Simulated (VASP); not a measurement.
# P: single point with r2SCAN

P:

```
P
1.0
     1.66943   -5.53695    0.00000
     1.66943    5.53695    0.00000
     0.00000    0.00000    4.60343
P
4
Cartesian
  1.6694 -4.4754 2.7106
  1.6694 4.4754 1.8929
  1.6694 -1.0615 0.4089
  1.6694 1.0615 4.1946
```

```
Program             : VASP 6.6.1
Task                : single point
Functional          : r2SCAN
Potentials or basis : VASP PAW PBE potentials, release 64 (P)
Cutoff              : 520 eV
k mesh              : 8 × 8 × 6
Occupations         : fermi-dirac, width 0.05 eV
Spin                : no spin polarisation
```

```json
{
 "Pressure": "-2.8 GPa",
 "Largest force": "0.316 eV/Å",
 "Band gap on the k mesh": "0.33 eV"
}
```

Forces in eV/Å, atoms in the order of the input:
```
P    0.000 -0.248  0.197
P    0.000  0.248 -0.197
P    0.000  0.248  0.197
P    0.000 -0.248 -0.197
```

Stress tensor (GPa, compression positive):
```
-3.57  0.00  0.00
 0.00 -2.11  0.00
 0.00  0.00 -2.67
```

Levels at points of the mesh, in eV from the valence-band top:
```tsv
k point	band 6	band 7	band 8	band 9	band 10	band 11	band 12	band 13	band 14	band 15
(0.00, 0.00, 0.00)	-4.84	-4.17	-2.75	-2.67	-1.20	0.77	1.32	2.11	2.94	5.54
(0.50, 0.00, 0.00)	-5.68	-3.44	-3.44	-2.63	-2.63	0.91	0.91	1.75	1.75	3.54
(0.50, 0.50, 0.00)	-5.54	-4.27	-2.52	-1.57	0.00	0.33	1.09	2.30	2.83	5.57
(0.00, 0.00, 0.50)	-4.38	-3.38	-3.38	-1.69	-1.69	1.63	1.63	3.07	3.07	4.74
(0.50, 0.00, 0.50)	-5.73	-5.33	-5.33	-1.83	-1.83	1.91	1.91	3.62	3.62	5.31
(0.50, 0.50, 0.50)	-3.40	-2.84	-2.84	-1.99	-1.99	1.63	1.63	2.79	2.79	3.30
```

Run time: 6.2 min on 1 thread of AMD EPYC 9R45 96-Core Processor (Zen 5), on a shared host, peak memory 0.3 GiB.

Caveat: the PAW data sets were made with another functional, which shifts forces and pressure a little. A k mesh can miss the band edges.
